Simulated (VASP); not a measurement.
Set up this calculation in VASP 6.6.1, as the native input.

```yaml
Task: relaxation of cell and atoms
Functional: PBE
Potentials_or_basis: VASP PAW PBE potentials, release 64 (Sn_d, Ru_pv)
Cutoff: 600 eV
k_mesh: 6 × 6 × 4
Occupations: gaussian, width 0.1 eV
Spin: no spin polarisation
Dipole_correction: no
Further_INCAR_settings: ALGO = Normal; EDIFF = 1e-06; IBRION = 2; EDIFFG = -0.04; NSW = 90; ISIF = 3
```

The structure of SnRu lies in POSCAR:

```
SnRu
1.0
    3.0917140200      0.0000000000      0.0000000000
   -1.5458570100      2.6775028800      0.0000000000
    0.0000000000      0.0000000000      5.0487689900
Sn Ru
1 1
Direct
    0.6666666700      0.3333333300      0.5000000000
    0.3333333300      0.6666666700      0.0000000000
```

One way to write it, as run:

INCAR

```
SYSTEM = SnRu
  PREC = Accurate
  ENCUT = 600
  EDIFF = 1E-6
  ISMEAR = 0
  SIGMA = 0.1
  LREAL = .FALSE.
  LASPH = .TRUE.
  NELM = 80
  ALGO = Normal
  ISIF = 3
  LWAVE = .FALSE.
  LCHARG = .FALSE.
  GGA = PE
  IBRION = 2
  NSW = 90
  EDIFFG = -0.04
```

KPOINTS

```
regular mesh
0
G
  6 6 4
  0 0 0
```

Potentials or basis: VASP PAW PBE potentials, release 64 (Sn_d, Ru_pv).

The run is started by

```console
$ cat potpaw_PBE.64/Sn_d/POTCAR potpaw_PBE.64/Ru_pv/POTCAR > POTCAR
$ mpirun -np 1 vasp_std > vasp.out
```

Results of the run:

| Item | Value |
| --- | --- |
| Relaxed volume | 18.02 Å³/atom |
| Relaxed cell | a = 3.250 Å, b = 3.250 Å, c = 3.939 Å, α = 90.00°, β = 90.00°, γ = 120.00° |
| Space group after relaxing (to 0.05 Å) | P-6m2 (No. 187) |
| Energy gained by relaxing | 628.8 meV/atom |
| Ionic steps | 8 |
| Pressure after relaxing | 0.0 GPa |
| Band gap on the k mesh | zero (band 14 reaches 11.69 eV, above the bottom of band 15 at 9.81 eV) |

Caveat: the k points lie up to 0.40 Å⁻¹ apart in the final cell; spin-orbit coupling is left out, which moves the levels of the heavy elements.

It took 56 s on 1 thread of Intel(R) Xeon(R) 6975P-C (Granite Rapids), on a shared host, peak memory 0.2 GiB.
